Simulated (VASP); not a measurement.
# GaN in VASP: a series of runs

Runs on GaN. Level: PBE. Tasks: single point.

Program: VASP 6.6.1. These are calculated values, not measurements. Logs are shortened: lines on timing, memory, paths and dates and some standing lists are left out, and cuts for length are marked.

**1. The cell of the first run**

The cell holds an amorphous packing of atoms, 14 atoms: a = 5.476 Å, b = 5.747 Å, c = 5.589 Å, α = 90.20°, β = 95.41°, γ = 92.01°.

**2. Single point, PBE**

INCAR

```
PREC = Accurate
ENCUT = 520
EDIFF = 1E-6
ISMEAR = -1
SIGMA = 0.05
LREAL = False
LASPH = True
NELM = 80
ALGO = Normal
ISIF = 2
LWAVE = False
LCHARG = True
GGA = PE
LELF = True
LVHAR = True
NBANDS = 76
ISYM = 0
```

KPOINTS

```
Automatic mesh
0
Gamma
  1 1 1
  0.25 0.25 0.25
```

POSCAR

```
GaN
1.0
    5.4688290000     -0.0987570000     -0.2611840000
   -0.0987570000      5.7463480000     -0.0120910000
   -0.2611840000     -0.0120910000      5.5829250000
Ga N
7 7
Direct
    0.1149091807      0.9508048843      0.9008898779
    0.5222932095      0.4782086155      0.3568779179
    0.8223990125      0.9621853898      0.3647697662
    0.0582354027      0.4621415178      0.2149394643
    0.6252987548      0.6781782684      0.8716158436
    0.6531303618      0.1683483511      0.8230928591
    0.0923074483      0.4555616326      0.6679074901
    0.9266579683      0.1588348386      0.1043169498
    0.4500909689      0.4215417855      0.6976397536
    0.2561353412      0.8322345273      0.3175133108
    0.4187569709      0.9351864171      0.4286176081
    0.9789540184      0.6372172905      0.9161145315
    0.4549295849      0.9461071098     -0.1024549479
    0.9372780407      0.1309575178      0.6401209823
```

Potentials or basis: VASP PAW PBE potentials, release 64 (Ga_d, N).

Started as:

```console
> cat potpaw_PBE.64/Ga_d/POTCAR potpaw_PBE.64/N/POTCAR > POTCAR
> mpirun -np 1 vasp_std > vasp.out
```

OUTCAR:

```text
PREC = Accurate
   ENCUT = 520
   EDIFF = 1E-6
   ISMEAR = -1
   LREAL = False
   LASPH = True
   NELM = 80
   ISIF = 2
   GGA = PE
   ISYM = 0

 ion  position               nearest neighbor table
   1  0.115  0.951  0.901-  13 1.86  12 1.93  14 1.99   8 2.02   6 2.86
   2  0.522  0.478  0.357-   9 2.01   4 2.59
   3  0.822  0.962  0.365-  14 1.86   8 1.96  11 2.27
   4  0.058  0.462  0.215-   8 1.94  12 1.97   7 2.52   2 2.59
   5  0.625  0.678  0.872-  13 1.84   9 1.94  12 1.95   6 2.83
   6  0.653  0.168  0.823-  13 1.72   9 1.95  14 1.96   8 2.07   5 2.83   1 2.86
   7  0.092  0.456  0.668-  12 1.90   9 1.97  14 2.02   4 2.52
   8  0.927  0.159  0.104-   4 1.94   3 1.96   1 2.02   6 2.07
   9  0.450  0.422  0.698-   5 1.94   6 1.95   7 1.97   2 2.01
  10  0.256  0.832  0.318-  11 1.18
  11  0.419  0.935  0.429-  10 1.18   3 2.27
  12  0.979  0.637  0.916-   7 1.90   1 1.93   5 1.95   4 1.97
  13  0.455  0.946  0.898-   6 1.72   5 1.84   1 1.86
  14  0.937  0.131  0.640-   3 1.86   6 1.96   1 1.99   7 2.02

IMPORTANT INFORMATION: All symmetrisations will be switched off!
NOSYMM: (Re-)initialisation of all symmetry stuff for point group C_1.

----------------------------------------------------------------------------------------

                                     Primitive cell

  volume of cell :     175.0000

  direct lattice vectors                    reciprocal lattice vectors
     5.468829000 -0.098757000 -0.261184000     0.183321640  0.003168634  0.008583134
    -0.098757000  5.746348000 -0.012091000     0.003168634  0.174079133  0.000525242
    -0.261184000 -0.012091000  5.582925000     0.008583134  0.000525242  0.179520256

  length of vectors
     5.475952945  5.747209277  5.589044179     0.183549814  0.174108761  0.179726093

  position of ions in fractional coordinates (direct lattice)
     0.114909181  0.950804884  0.900889878
     0.522293209  0.478208616  0.356877918
     0.822399013  0.962185390  0.364769766
     0.058235403  0.462141518  0.214939464
     0.625298755  0.678178268  0.871615844
     0.653130362  0.168348351  0.823092859
     0.092307448  0.455561633  0.667907490
     0.926657968  0.158834839  0.104316950
     0.450090969  0.421541785  0.697639754
     0.256135341  0.832234527  0.317513311
     0.418756971  0.935186417  0.428617608
     0.978954018  0.637217290  0.916114531
     0.454929585  0.946107110  0.897545052
     0.937278041  0.130957518  0.640120982

  ion indices of the primitive-cell ions
   primitive index   ion index
                 1           1
                 2           2
                 3           3
                 4           4
                 5           5
                 6           6
                 7           7
                 8           8
                 9           9
                10          10
                11          11
                12          12
                13          13
                14          14

----------------------------------------------------------------------------------------

 KPOINTS: Automatic mesh

Automatic generation of k-mesh.
 Grid dimensions read from file:
 generate k-points for:    1    1    1

 Generating k-lattice:

  Cartesian coordinates                     Fractional coordinates (reciprocal lattice)
     0.183321640  0.003168634  0.008583134     1.000000000  0.000000000  0.000000000
     0.003168634  0.174079133  0.000525242     0.000000000  1.000000000  0.000000000
     0.008583134  0.000525242  0.179520256    -0.000000000  0.000000000  1.000000000

  Length of vectors
     0.183549814  0.174108761  0.179726093

  Shift w.r.t. Gamma in fractional coordinates (k-lattice)
     0.250000000  0.250000000  0.250000000

 Subroutine IBZKPT returns following result:
 ===========================================

 Found      1 irreducible k-points:

 Following reciprocal coordinates:
            Coordinates               Weight
  0.250000  0.250000  0.250000      2.000000
   k-points           NKPTS =      1   k-points in BZ     NKDIM =      1   number of bands    NBANDS=     76
   number of dos      NEDOS =    301   number of ions     NIONS =     14
   total plane-waves  NPLWV =  84672
   dimension x,y,z NGX =    42 NGY =   48 NGZ =   42
   dimension x,y,z NGXF=    84 NGYF=   96 NGZF=   84
   ions per type =               7   7
   NGX,Y,Z   is equivalent  to a cutoff of  12.75, 13.88, 12.49 a.u.
   NGXF,Y,Z  is equivalent  to a cutoff of  25.50, 27.77, 24.99 a.u.
 SYSTEM =  unknown system
   PREC   = accura    normal or accurate (medium, high low for compatibility)
   ISTART =      0    job   : 0-new  1-cont  2-samecut
   ICHARG =      2    charge: 1-file 2-atom 10-const
   ISPIN  =      1    spin polarized calculation?
   LNONCOLLINEAR =      F non collinear calculations
   LSORBIT =      F    spin-orbit coupling
   LASPH  =      T    aspherical Exc in radial PAW
   ENCUT  =  520.0 eV  38.22 Ry    6.18 a.u.  10.18 10.69 10.39*2*pi/ulx,y,z
   NELM   =     80;   NELMIN=  2; NELMDL= -5     # of ELM steps
   EDIFF  = 0.1E-05   stopping-criterion for ELM
   LREAL  =      F    real-space projection
   EDIFFG = 0.1E-04   stopping-criterion for IOM
   NSW    =      0    number of steps for IOM
   IBRION =     -1    ionic relax: 0-MD 1-quasi-New 2-CG
   NFREE  =      0    steps in history (QN), initial steepest desc. (CG)
   ISIF   =      2    stress and relaxation
   ISYM   =      0    0-nonsym 1-usesym 2-fastsym
   POTIM  = 0.5000    time-step for ionic-motion
   TEBEG  =    0.0;   TEEND  =   0.0 temperature during run
   PSTRESS=    0.0 pullay stress
   NELECT =     126.0000    total number of electrons
   NUPDOWN=      -1.0000    fix difference up-down
   EMIN   =  10.00;   EMAX   =-10.00  energy-range for DOS
   EFERMI =   0.00;   METHOD = LEGACY
   ISMEAR =    -1;   SIGMA  =   0.05  broadening in eV -4-tet -1-fermi 0-gaus
   EFERMI_NEDOS =   21; number of points for ismear=-14 and -15
   IALGO  =     38    algorithm
   IMIX   =      4    mixing-type and parameters
     AMIX     =   0.40;   BMIX     =  1.00
     AMIX_MAG =   1.60;   BMIX_MAG =  1.00
  volume/ion in A,a.u.               =      12.50        84.35
  Fermi-wavevector in a.u.,A,eV,Ry     =   1.467300  2.772796 29.292938  2.152970
  Thomas-Fermi vector in A             =   2.582935
   LORBIT       =      0    0 simple, 1 ext, 2 COOP (PROOUT), +10 PAW based schemes
   GGA     = PE    functional components
   LHFCALC =     F    Hartree Fock is set to
   AEXX    =    0.0000 exact exchange contribution
   IVDW    =     0    specifies the selected vdW correction
   LEPSILON=     F    determine dielectric tensor
   LRPA    =     F    only Hartree local field effects (RPA)
 non-spin polarized calculation
  energy-cutoff  :      520.00
  volume of cell :      175.00
 maximum number of plane-waves:      4692
 NGX is ok and might be reduce to    40
   NGX = 21   NGY = 21   NGZ = 21

 number of electron     125.9999998 magnetization

 Free energy of the ion-electron system (eV)
  ---------------------------------------------------
  ext. energy  EPLUGINS =         0.00000000
  ---------------------------------------------------
  free energy    TOTEN  =       -77.39075712 eV

  energy without entropy =      -77.39075348  energy(sigma->0) =      -77.39075530

 E-fermi :   6.1136     XC(G=0): -11.2514

 val. band max:        5.4337556285   @ k =   0.2500   0.2500   0.2500
 cond. band min:       6.7934599343   @ k =   0.2500   0.2500   0.2500
 fundamental gap:      1.3597043058
 Fermi energy:         6.1136014132

 k-point     1 :       0.2500    0.2500    0.2500
  band No.  band energies     occupation
      1     -17.0076      2.00000
      2     -11.1825      2.00000
      3     -10.7854      2.00000
      4     -10.6241      2.00000
      5     -10.4646      2.00000
      6     -10.0467      2.00000
[... 67 lines left out ...]
     74      11.3592      0.00000
     75      11.7043      0.00000
 [bands above 75 left out]

------------------------ aborting loop because EDIFF is reached ----------------------------------------

  FORCE on cell =-STRESS in cart. coord.  units (eV):
  Direction    XX          YY          ZZ          XY          YZ          ZX
  --------------------------------------------------------------------------------------
  -------------------------------------------------------------------------------------
  Total        4.5514309      9.4909834     13.9139135      3.2394159     -2.2987098     -2.6812522
  in kB       41.6697156     86.8928003    127.3860518     29.6578244    -21.0453778    -24.5476682
  external PRESSURE =      85.3161892 kB  Pullay stress =       0.0000000 kB

 VOLUME and BASIS-vectors are now :
 -----------------------------------------------------------------------------
  energy-cutoff  :      520.00
  volume of cell :      175.00
      direct lattice vectors                 reciprocal lattice vectors
     5.468829000 -0.098757000 -0.261184000     0.183321640  0.003168634  0.008583134
    -0.098757000  5.746348000 -0.012091000     0.003168634  0.174079133  0.000525242
    -0.261184000 -0.012091000  5.582925000     0.008583134  0.000525242  0.179520256

 POSITION                                       TOTAL-FORCE (eV/Angst)
 -----------------------------------------------------------------------------------
      0.29922      5.44141      4.98809         0.098951      0.952189      0.073366
      2.71590      2.69206      1.85023         0.570345      0.140093     -0.264824
      4.30726      5.44342      1.81005         0.317166     -0.175521     -1.087509
      0.21670      2.64728      1.17919        -0.645927     -0.475693      0.021076
      3.12503      3.82476      4.69465        -0.560965     -0.597486      0.414972
      3.34025      0.89293      4.42264         1.888988      2.290876     -0.106123
      0.28538      2.60062      3.69926         0.270004     -1.182450     -1.046607
      5.02480      0.81994      0.33845        -0.260453     -0.410943      0.137636
      2.23763      2.36944      3.77222         0.513575      0.701276      0.326391
      1.23564      4.75318      1.69569         0.339930      1.106748      0.562465
      2.08581      5.32737      2.27226        -0.246108     -0.559431     -0.440367
      5.05153      3.55392      4.85121        -0.571447      0.353596     -0.302944
      2.16007      5.38088      4.88067        -1.486126     -2.747355      1.056355
      4.94569      0.65223      3.32736        -0.227931      0.604101      0.656113
 -----------------------------------------------------------------------------------
    total drift:                               -0.001336     -0.001524     -0.001350

  FREE ENERGIE OF THE ION-ELECTRON SYSTEM (eV)
  ---------------------------------------------------
  free  energy   TOTEN  =       -77.3907571167 eV

  energy  without entropy=      -77.3907534838  energy(sigma->0) =      -77.39075530
```

Wall time 23 s (1 thread of Intel Xeon 6975P-C (Granite Rapids), shared host); peak memory 0.25 GiB.

What came out:

| Quantity | Value |
| --- | --- |
| Free energy | -77.3908 eV |
| Pressure | 8.5 GPa |
| Largest force | 3.297 eV/Å |
| Band gap on the k mesh | 1.36 eV |

Forces on the atoms (eV/Å):
```
Ga   0.099  0.952  0.073
Ga   0.570  0.140 -0.265
Ga   0.317 -0.176 -1.088
Ga  -0.646 -0.476  0.021
Ga  -0.561 -0.597  0.415
Ga   1.889  2.291 -0.106
Ga   0.270 -1.182 -1.047
N   -0.260 -0.411  0.138
N    0.514  0.701  0.326
N    0.340  1.107  0.562
N   -0.246 -0.559 -0.440
N   -0.571  0.354 -0.303
N   -1.486 -2.747  1.056
N   -0.228  0.604  0.656
```

Levels at points of the mesh, in eV from the valence-band top:
```tsv
k point	band 59	band 60	band 61	band 62	band 63	band 64	band 65	band 66	band 67	band 68
(0.25, 0.25, 0.25)	-2.07	-1.82	-1.41	-1.10	0.00	1.36	1.78	2.23	2.86	3.30
```

Caveat: the k points lie up to 1.15 Å⁻¹ apart; the standard files for N, O and F lose accuracy on very short bonds.

**3. Single point, PBE**

INCAR

```
PREC = Accurate
ENCUT = 520
EDIFF = 1E-6
ISMEAR = -1
SIGMA = 0.05
LREAL = False
LASPH = True
NELM = 100
ALGO = Normal
ISIF = 2
LWAVE = False
LCHARG = False
GGA = PE
ISYM = 0
NBANDS = 76
```

KPOINTS is that of step 2.

POSCAR

```
GaN
1.0
    5.4688290000     -0.0987570000     -0.2611840000
   -0.0987570000      5.7463480000     -0.0120910000
   -0.2611840000     -0.0120910000      5.5829250000
Ga N
7 7
Direct
    0.1087235460      0.9724700103      0.8742773699
    0.5533963586      0.5000518658      0.3421780521
    0.8143394974      0.9389577977      0.3264855584
    0.0224332656      0.4379757155      0.2139967444
    0.6231925498      0.6607722609      0.9000689281
    0.6442395796      0.1590631869      0.8003686783
    0.1025095018      0.4616592520      0.6401611635
    0.9138707961      0.1596094988      0.0704314080
    0.4690982459      0.4302177349      0.6649644620
    0.2350615148      0.8974499663      0.3275038397
    0.3931651646      0.9464008515      0.4595011366
    0.9837936691      0.6347912099      0.9026290746
    0.4314638124      0.9103446878     -0.1019515000
    0.9225900607      0.1348532052      0.6108857405
```

Potentials or basis: VASP PAW PBE potentials, release 64 (Ga_d, N).

Started as:

```console
> cat potpaw_PBE.64/Ga_d/POTCAR potpaw_PBE.64/N/POTCAR > POTCAR
> mpirun -np 1 vasp_std > vasp.out
```

Wall time 22 s (1 thread of Intel Xeon 6975P-C (Granite Rapids), shared host); peak memory 0.25 GiB.

It converged, with:

```yaml
Free_energy: -77.1260 eV
Pressure: 9.4 GPa
Largest_force: 4.431 eV/Å
Band_gap_on_the_k_mesh: 1.29 eV
```

Forces on the atoms (eV/Å):
```
Ga  -0.977 -0.823 -0.087
Ga   0.118  0.007 -0.256
Ga   0.139  0.754  0.235
Ga   0.445  0.976 -1.254
Ga   0.224 -0.945 -0.340
Ga  -0.178 -0.031  0.196
Ga  -0.229 -0.852  0.629
N   -0.453 -1.005  0.664
N   -0.779 -0.106  0.967
N   -3.420 -1.269 -2.514
N    3.596  1.132  1.749
N   -0.216  0.591 -0.169
N    1.653  1.797  0.228
N    0.079 -0.227 -0.049
```

Stress tensor (GPa, compression positive):
```
 6.23 -1.46  0.90
-1.46  8.04  1.70
 0.90  1.70 13.85
```

Levels at points of the mesh, in eV from the valence-band top:
| k point | band 61 | band 62 | band 63 | band 64 | band 65 | band 66 |
| --- | --- | --- | --- | --- | --- | --- |
| (0.25, 0.25, 0.25) | -1.36 | -1.12 | 0.00 | 1.29 | 1.98 | 2.32 |

Caveat: the k points lie up to 1.15 Å⁻¹ apart; the standard files for N, O and F lose accuracy on very short bonds.
